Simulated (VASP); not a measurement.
# BP (d3) (F-43m) in VASP: a series of runs

BP (d3) is run at these levels: PBE+D3(BJ); tasks: single point.

All numbers are computed with VASP 6.6.1; they aren't measurements. Logs are shortened: lines on timing, memory, paths and dates and some standing lists are left out, and cuts for length are marked.

### 1 The cell of the first run

Symmetry: F-43m, No. 216, cubic system. Conventional cell: a = 4.538 Å, b = 4.538 Å, c = 4.538 Å, α = 90.00°, β = 90.00°, γ = 90.00°. Within 2.6 Å of B (site symmetry -43m) lie 4 P at 1.97 Å. P (site symmetry -43m) has 4 B at 1.97 Å within 2.6 Å.

### 2 Single point, PBE+D3(BJ)

INCAR

```
PREC = Accurate ; ENCUT = 500
EDIFF = 1E-6 ; ISMEAR = 0
SIGMA = 0.1 ; LREAL = F
LASPH = T ; NELM = 120
ALGO = Normal ; ISIF = 2
LWAVE = F ; LCHARG = T
GGA = PE ; IVDW = 12
LELF = T ; LVHAR = T
NBANDS = 11 ; GGA_COMPAT = F
```

KPOINTS

```
Automatic mesh
0
Gamma
  6 6 6
```

POSCAR

```
BP
1.0
    0.0000000000      2.2690000000      2.2690000000
    2.2690000000      0.0000000000      2.2690000000
    2.2690000000      2.2690000000      0.0000000000
B P
1 1
Direct
    0.0000000000      0.0000000000      0.0000000000
    0.2500000000      0.2500000000      0.2500000000
```

Potentials or basis: VASP PAW PBE potentials, release 64 (B, P).

On the command line:

```console
> cat potpaw_PBE.64/B/POTCAR potpaw_PBE.64/P/POTCAR > POTCAR
> mpirun -np 1 vasp_std > vasp.out
```

OUTCAR:

```text
PREC = Accurate
   ENCUT = 500
   EDIFF = 1E-6
   ISMEAR = 0
   LREAL = F
   LASPH = T
   NELM = 120
   ISIF = 2
   GGA = PE
   IVDW = 12
 IVDW          = 12

 ion  position               nearest neighbor table
   1  0.000  0.000  0.000-   2 1.97   2 1.97   2 1.97   2 1.97
   2  0.250  0.250  0.250-   1 1.97   1 1.97   1 1.97   1 1.97

  LATTYP: Found a face centered cubic cell.
 ALAT       =     4.5380000000

  Lattice vectors:

 A1 = (   0.0000000000,   2.2690000000,   2.2690000000)
 A2 = (   2.2690000000,   0.0000000000,   2.2690000000)
 A3 = (   2.2690000000,   2.2690000000,   0.0000000000)

Analysis of symmetry for initial positions (statically):
=====================================================================
 Subroutine PRICEL returns:
 Original cell was already a primitive cell.

 Routine SETGRP: Setting up the symmetry group for a
 face centered cubic supercell.

 Subroutine GETGRP returns: Found 24 space group operations
 (whereof 24 operations were pure point group operations)
 out of a pool of 48 trial point group operations.

The static configuration has the point symmetry T_d .

Analysis of symmetry for dynamics (positions and initial velocities):
=====================================================================
 Subroutine PRICEL returns:
 Original cell was already a primitive cell.

 Routine SETGRP: Setting up the symmetry group for a
 face centered cubic supercell.

 Subroutine GETGRP returns: Found 24 space group operations
 (whereof 24 operations were pure point group operations)
 out of a pool of 48 trial point group operations.

The dynamic configuration has the point symmetry T_d .

 Subroutine INISYM returns: Found 24 space group operations
 (whereof 24 operations are pure point group operations),
 and found     1 'primitive' translations

----------------------------------------------------------------------------------------

                                     Primitive cell

  volume of cell :      23.3633

  direct lattice vectors                    reciprocal lattice vectors
     0.000000000  2.269000000  2.269000000    -0.220361393  0.220361393  0.220361393
     2.269000000  0.000000000  2.269000000     0.220361393 -0.220361393  0.220361393
     2.269000000  2.269000000  0.000000000     0.220361393  0.220361393 -0.220361393

  length of vectors
     3.208850573  3.208850573  3.208850573     0.381677128  0.381677128  0.381677128

  position of ions in fractional coordinates (direct lattice)
     0.000000000  0.000000000  0.000000000
     0.250000000  0.250000000  0.250000000

  ion indices of the primitive-cell ions
   primitive index   ion index
                 1           1
                 2           2

----------------------------------------------------------------------------------------

 KPOINTS: Automatic mesh

Automatic generation of k-mesh.
 Grid dimensions read from file:
 generate k-points for:    6    6    6

 Generating k-lattice:

  Cartesian coordinates                     Fractional coordinates (reciprocal lattice)
    -0.036726899  0.036726899  0.036726899     0.166666667  0.000000000  0.000000000
     0.036726899 -0.036726899  0.036726899     0.000000000  0.166666667  0.000000000
     0.036726899  0.036726899 -0.036726899     0.000000000  0.000000000  0.166666667

  Length of vectors
     0.063612855  0.063612855  0.063612855

  Shift w.r.t. Gamma in fractional coordinates (k-lattice)
     0.000000000  0.000000000  0.000000000

 Subroutine IBZKPT returns following result:
 ===========================================

 Found     16 irreducible k-points:

 Following reciprocal coordinates:
            Coordinates               Weight
  0.000000  0.000000  0.000000      1.000000
  0.166667  0.000000  0.000000      8.000000
  0.333333  0.000000  0.000000      8.000000
  0.500000  0.000000  0.000000      4.000000
  0.166667  0.166667  0.000000      6.000000
  0.333333  0.166667  0.000000     24.000000
[... 8 lines left out ...]
 -0.333333  0.333333  0.166667     24.000000
 -0.333333  0.500000  0.166667     12.000000
   k-points           NKPTS =     16   k-points in BZ     NKDIM =     16   number of bands    NBANDS=     11
   number of dos      NEDOS =    301   number of ions     NIONS =      2
   total plane-waves  NPLWV =  13824
   dimension x,y,z NGX =    24 NGY =   24 NGZ =   24
   dimension x,y,z NGXF=    48 NGYF=   48 NGZF=   48
   ions per type =               1   1
   NGX,Y,Z   is equivalent  to a cutoff of  12.43, 12.43, 12.43 a.u.
   NGXF,Y,Z  is equivalent  to a cutoff of  24.87, 24.87, 24.87 a.u.
 SYSTEM =  unknown system
   PREC   = accura    normal or accurate (medium, high low for compatibility)
   ISTART =      0    job   : 0-new  1-cont  2-samecut
   ICHARG =      2    charge: 1-file 2-atom 10-const
   ISPIN  =      1    spin polarized calculation?
   LNONCOLLINEAR =      F non collinear calculations
   LSORBIT =      F    spin-orbit coupling
   LASPH  =      T    aspherical Exc in radial PAW
   ENCUT  =  500.0 eV  36.75 Ry    6.06 a.u.   5.85  5.85  5.85*2*pi/ulx,y,z
   NELM   =    120;   NELMIN=  2; NELMDL= -5     # of ELM steps
   EDIFF  = 0.1E-05   stopping-criterion for ELM
   LREAL  =      F    real-space projection
[... 7 lines left out ...]
   TEBEG  =    0.0;   TEEND  =   0.0 temperature during run
   PSTRESS=    0.0 pullay stress
   NELECT =       8.0000    total number of electrons
   NUPDOWN=      -1.0000    fix difference up-down
   EMIN   =  10.00;   EMAX   =-10.00  energy-range for DOS
   EFERMI =   0.00;   METHOD = LEGACY
   ISMEAR =     0;   SIGMA  =   0.10  broadening in eV -4-tet -1-fermi 0-gaus
   EFERMI_NEDOS =   21; number of points for ismear=-14 and -15
   IALGO  =     38    algorithm
   IMIX   =      4    mixing-type and parameters
     AMIX     =   0.40;   BMIX     =  1.00
     AMIX_MAG =   1.60;   BMIX_MAG =  1.00
  volume/ion in A,a.u.               =      11.68        78.83
  Fermi-wavevector in a.u.,A,eV,Ry     =   1.145320  2.164342 17.847562  1.311759
  Thomas-Fermi vector in A             =   2.282009
   LORBIT       =      0    0 simple, 1 ext, 2 COOP (PROOUT), +10 PAW based schemes
   GGA     = PE    functional components
   LHFCALC =     F    Hartree Fock is set to
   AEXX    =    0.0000 exact exchange contribution
   IVDW    =    12    specifies the selected vdW correction
   LEPSILON=     F    determine dielectric tensor
   LRPA    =     F    only Hartree local field effects (RPA)
 non-spin polarized calculation
 Gauss-broadening in eV      SIGMA  =   0.10
  energy-cutoff  :      500.00
  volume of cell :       23.36
 maximum number of plane-waves:       609
   NGX = 11   NGY = 11   NGZ = 11

 number of electron       8.0000000 magnetization

 Free energy of the ion-electron system (eV)
  ---------------------------------------------------
  ext. energy  EPLUGINS =         0.00000000
  ---------------------------------------------------
  free energy    TOTEN  =       -12.91303278 eV

  energy without entropy =      -12.91303278  energy(sigma->0) =      -12.91303278

 E-fermi :   7.9115     XC(G=0): -10.9043

 val. band max:        7.4390277354   @ k =   0.0000   0.0000   0.0000
 cond. band min:       8.7680933553   @ k =   0.5000   0.5000   0.0000
 fundamental gap:      1.3290656199
 Fermi energy:         7.9115290192

 k-point     1 :       0.0000    0.0000    0.0000
  band No.  band energies     occupation
      1      -8.0235      2.00000
      2       7.4390      2.00000
      3       7.4390      2.00000
      4       7.4390      2.00000
      5      10.8370      0.00000
      6      10.8370      0.00000
      7      10.8370      0.00000
      8      14.8135      0.00000
      9      18.9502      0.00000
     10      19.5638      0.00000
     11      19.5638      0.00000

 k-point     2 :       0.1667    0.0000    0.0000
  band No.  band energies     occupation
      1      -7.5257      2.00000
      2       4.6013      2.00000
      3       6.7736      2.00000
      4       6.7736      2.00000
      5      11.4586      0.00000
      6      11.7427      0.00000
      7      11.7427      0.00000
      8      16.1003      0.00000
      9      18.3769      0.00000
     10      18.3769      0.00000
     11      20.1900      0.00000

 k-point     3 :       0.3333    0.0000    0.0000
  band No.  band energies     occupation
      1      -6.1086      2.00000
      2       0.7062      2.00000
      3       5.9701      2.00000
      4       5.9701      2.00000
      5      11.3361      0.00000
      6      12.2948      0.00000
      7      12.2948      0.00000
      8      17.5455      0.00000
      9      19.3275      0.00000
     10      19.3275      0.00000
     11      20.8661      0.00000

 k-point     4 :       0.5000    0.0000    0.0000
  band No.  band energies     occupation
      1      -4.6993      2.00000
      2      -1.5964      2.00000
      3       5.6808      2.00000
      4       5.6808      2.00000
      5      11.2194      0.00000
      6      12.1495      0.00000
      7      12.1495      0.00000
      8      17.5638      0.00000
      9      22.0622      0.00000
     10      22.0622      0.00000
     11      22.2681      0.00000
[... 127 lines left out ...]
 k-point    14 :       0.5000    0.3333    0.1667
  band No.  band energies     occupation
      1      -4.8857      2.00000
      2       0.9115      2.00000
      3       2.4316      2.00000
      4       4.1738      2.00000
      5      11.4449      0.00000
      6      12.9781      0.00000
      7      13.9104      0.00000
      8      16.9548      0.00000
      9      20.1542      0.00000
     10      21.0047      0.00000
     11      25.1434      0.00000

 k-point    15 :      -0.3333    0.3333    0.1667
  band No.  band energies     occupation
      1      -3.5828      2.00000
      2      -0.6789      2.00000
      3       1.9365      2.00000
      4       3.4625      2.00000
      5      11.9511      0.00000
      6      13.1431      0.00000
      7      16.0462      0.00000
      8      16.6045      0.00000
      9      17.9297      0.00000
     10      22.2671      0.00000
     11      24.9883      0.00000

 k-point    16 :      -0.3333    0.5000    0.1667
  band No.  band energies     occupation
      1      -2.9692      2.00000
      2      -0.7858      2.00000
      3       2.1367      2.00000
      4       2.2605      2.00000
      5      11.2698      0.00000
      6      11.8872      0.00000
      7      16.5646      0.00000
      8      17.2185      0.00000
      9      20.3812      0.00000
     10      23.6355      0.00000
     11      23.9146      0.00000

------------------------ aborting loop because EDIFF is reached ----------------------------------------

 Edisp (eV)   -0.64687

 E8    (eV) :    -0.2365

  FORCE on cell =-STRESS in cart. coord.  units (eV):
  Direction    XX          YY          ZZ          XY          YZ          ZX
  --------------------------------------------------------------------------------------
  -------------------------------------------------------------------------------------
  Total      -0.49746    -0.49746    -0.49746     0.00000    -0.00000     0.00000
  in kB     -34.11427   -34.11427   -34.11427     0.00000    -0.00000     0.00000
  external pressure =      -34.11 kB  Pullay stress =        0.00 kB

 VOLUME and BASIS-vectors are now :
 -----------------------------------------------------------------------------
  energy-cutoff  :      500.00
  volume of cell :       23.36
      direct lattice vectors                 reciprocal lattice vectors
     0.000000000  2.269000000  2.269000000    -0.220361393  0.220361393  0.220361393
     2.269000000  0.000000000  2.269000000     0.220361393 -0.220361393  0.220361393
     2.269000000  2.269000000  0.000000000     0.220361393  0.220361393 -0.220361393

 POSITION                                       TOTAL-FORCE (eV/Angst)
 -----------------------------------------------------------------------------------
      0.00000      0.00000      0.00000        -0.000000     -0.000000     -0.000000
      1.13450      1.13450      1.13450         0.000000      0.000000      0.000000
 -----------------------------------------------------------------------------------
    total drift:                                0.000000      0.000000      0.000000

  FREE ENERGIE OF THE ION-ELECTRON SYSTEM (eV)
  ---------------------------------------------------
  free  energy   TOTEN  =       -13.5598996387 eV

  energy  without entropy=      -13.5598996387  energy(sigma->0) =      -13.55989964
```

Run time: 3.7 s. Hardware: 1 thread of AMD EPYC 9R45 (Zen 5), shared host; peak memory 0.11 GiB.

Results:

* Free energy: -13.5599 eV
* Pressure: -3.4 GPa
* Band gap on the k mesh: 1.33 eV, indirect (least direct gap 3.40 eV)
* Dispersion energy per atom: -0.323 eV

### 3 Single point, PBE+D3(BJ) (volume scaled by 0.91)

INCAR

```
SYSTEM = BP
PREC = Accurate
ENCUT = 500
EDIFF = 1E-6
ISMEAR = 0
SIGMA = 0.02
LREAL = .FALSE.
LASPH = .TRUE.
NELM = 120
ALGO = Normal
ISIF = 2
LWAVE = .FALSE.
LCHARG = .TRUE.
GGA = PE
IVDW = 12
LELF = .TRUE.
LVHAR = .TRUE.
NBANDS = 11
GGA_COMPAT = .FALSE.
```

KPOINTS

```
Automatic mesh
0
G
  10 10 10
  0 0 0
```

POSCAR

```
BP
1.0
    0.0000000000      2.1839881619      2.1839881619
    2.1839881619      0.0000000000      2.1839881619
    2.1839881619      2.1839881619      0.0000000000
B P
1 1
Direct
    0.0000000000      0.0000000000      0.0000000000
    0.2500000000      0.2500000000      0.2500000000
```

Potentials or basis: VASP PAW PBE potentials, release 64 (B, P).

On the command line:

```console
> cat potpaw_PBE.64/B/POTCAR potpaw_PBE.64/P/POTCAR > POTCAR
> mpirun -np 1 vasp_std > vasp.out
```

Run time: 7.2 s. Hardware: 1 thread of AMD EPYC 9R45 (Zen 5), shared host; peak memory 0.11 GiB.

The run converged. Its results:

```yaml
Free_energy: -13.4710 eV
Pressure: 18.8 GPa
Band_gap_on_the_k_mesh: 1.08 eV, indirect (least direct gap 3.60 eV)
Dispersion_energy_per_atom: -0.363 eV
```

Levels at points of the mesh, in eV from the valence-band top:
| k point | band 2 | band 3 | band 4 | band 5 | band 6 | band 7 |
| --- | --- | --- | --- | --- | --- | --- |
| (0.00, 0.00, 0.00) | 0.00 | 0.00 | 0.00 | 3.60 | 3.60 | 3.60 |
| (0.50, 0.00, 0.00) | -9.89 | -1.89 | -1.89 | 4.49 | 4.79 | 4.79 |
| (0.50, 0.50, 0.00) | -9.19 | -4.53 | -4.53 | 1.09 | 1.56 | 13.22 |

 A k mesh can miss the band edges.

### 4 Single point, PBE+D3(BJ) (volume scaled by 0.97)

INCAR

```
SYSTEM = BP
PREC     = Accurate       ! precision mode
ENCUT    = 500            ! plane-wave cutoff, eV
EDIFF    = 1E-6           ! SCF threshold, eV
ISMEAR   = 0              ! smearing method
SIGMA    = 0.02           ! smearing width, eV
LREAL    = .False.        ! projectors in reciprocal space
LASPH    = .True.         ! aspherical terms in the spheres
NELM     = 120            ! most SCF steps
ALGO     = Normal         ! electronic algorithm
ISIF     = 2              ! what is computed and relaxed
LWAVE    = .False.        ! write WAVECAR
LCHARG   = .False.        ! write CHGCAR
GGA      = PE             ! functional
IVDW     = 12             ! dispersion correction
NBANDS   = 11             ! bands
GGA_COMPAT= .False.
```

KPOINTS

```
regular mesh
0
Gamma
  10 10 10
  0 0 0
```

POSCAR

```
BP
1.0
    0.0000000000      2.2309699844      2.2309699844
    2.2309699844      0.0000000000      2.2309699844
    2.2309699844      2.2309699844      0.0000000000
B P
1 1
Direct
    0.0000000000      0.0000000000      0.0000000000
    0.2500000000      0.2500000000      0.2500000000
```

On the command line:

```console
> cat potpaw_PBE.64/B/POTCAR potpaw_PBE.64/P/POTCAR > POTCAR
> mpirun -np 1 vasp_std > vasp.out
```

It took 6.9 s on 1 thread of AMD EPYC 9R45 (Zen 5), shared host; peak memory 0.12 GiB.

The run converged. Its results:

| Item | Value |
| --- | --- |
| Free energy | -13.5718 eV |
| Pressure | 5.2 GPa |
| Band gap on the k mesh | 1.17 eV, indirect (least direct gap 3.48 eV) |
| Dispersion energy per atom | -0.340 eV |

Levels at points of the mesh, in eV from the valence-band top:
```csv
k point,band 1,band 2,band 3,band 4,band 5,band 6,band 7,band 8
"(0.00, 0.00, 0.00)",-15.92,0.00,0.00,0.00,3.48,3.48,3.48,8.16
"(0.50, 0.00, 0.00)",-12.40,-9.40,-1.82,-1.82,4.09,4.75,4.75,10.30
"(0.50, 0.50, 0.00)",-10.79,-8.85,-4.30,-4.30,1.23,1.61,12.60,12.60
```

### 5 Overview

| cell | k mesh | smearing | gap on the mesh (eV) | pressure (GPa) |
| --- | --- | --- | --- | --- |
| a = 3.209 Å, angles 60.0°, 2 atoms | 6 × 6 × 6 | gaussian 0.1 eV | 1.33 | -3.4 |
| a = 3.089 Å, angles 60.0°, 2 atoms | 10 × 10 × 10 | gaussian 0.02 eV | 1.08 | 18.8 |
| a = 3.155 Å, angles 60.0°, 2 atoms | 10 × 10 × 10 | gaussian 0.02 eV | 1.17 | 5.2 |

Alike in all rows: task single point; level PBE+D3(BJ); potentials or basis VASP PAW PBE potentials, release 64 (B, P); no spin polarisation; cutoff (eV) 500.

Total energies depend on the potentials used, so only differences within one code and one set of settings carry meaning.
